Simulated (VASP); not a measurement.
Wanted: the native input for a VASP 6.6.1 run.

```yaml
Task: electric field gradients
Functional: PBE
Potentials_or_basis: VASP PAW PBE potentials, release 64 (Bi_d, Te)
Cutoff: 520 eV
k_mesh: 8 × 8 × 8
Occupations: fermi-dirac, width 0.08 eV
Spin: no spin polarisation
Dipole_correction: no
Further_INCAR_settings: ALGO = Normal; EDIFF = 1e-08; NBANDS = 32
```

The structure of Bi2Te3 lies in POSCAR:

```
Bi2Te3
1.0
    2.2747562915      1.3133311572      9.9466700000
   -2.2747562915      1.3133311572      9.9466700000
    0.0000000000     -2.6266623145      9.9466700000
Bi Te
2 3
Direct
    0.8120000000      0.8120000000      0.8120000000
    0.4020000000      0.4020000000      0.4020000000
    0.6110000000      0.6110000000      0.6110000000
    0.2000000000      0.2000000000      0.2000000000
    0.0000000000      0.0000000000      0.0000000000
```

This cell differs from its parent crystal: equal xx and yy strain of +3 %.

One way to write it, as run:

INCAR

```
SYSTEM = Bi2Te3
ALGO = Normal
EDIFF = 1E-8
ENCUT = 520
GGA = PE
ISIF = 2
ISMEAR = -1
LASPH = .True.
LCHARG = .False.
LEFG = .True.
LREAL = .False.
LUSENCCL = .False.
LWAVE = .False.
NBANDS = 32
NELM = 100
PREC = Accurate
SIGMA = 0.08
```

KPOINTS

```
k-points
0
Gamma
  8 8 8
  0 0 0
```

Potentials or basis: VASP PAW PBE potentials, release 64 (Bi_d, Te).

Launch:

```sh
$ cat potpaw_PBE.64/Bi_d/POTCAR potpaw_PBE.64/Te/POTCAR > POTCAR
$ mpirun -np 1 vasp_std > vasp.out
```

It gave:

* Pressure: -1.1 GPa
* Largest force: 0.982 eV/Å
* Band gap on the k mesh: zero (band 24 reaches 5.77 eV, above the bottom of band 25 at 5.54 eV)

Caveat: the cell differs from its parent crystal (equal xx and yy strain of +3 %); without QUAD_EFG the Cq values of the log hold for a quadrupole moment of 1 mb, not for the nuclei; spin-orbit coupling is left out, which moves the levels of the heavy elements.

It took 3.9 min on 1 × NVIDIA H100 80GB with 1 thread of Intel(R) Xeon(R) Platinum 8481C CPU @ 2.70GHz (Sapphire Rapids), with other jobs on the host, peak memory 1.8 GiB.
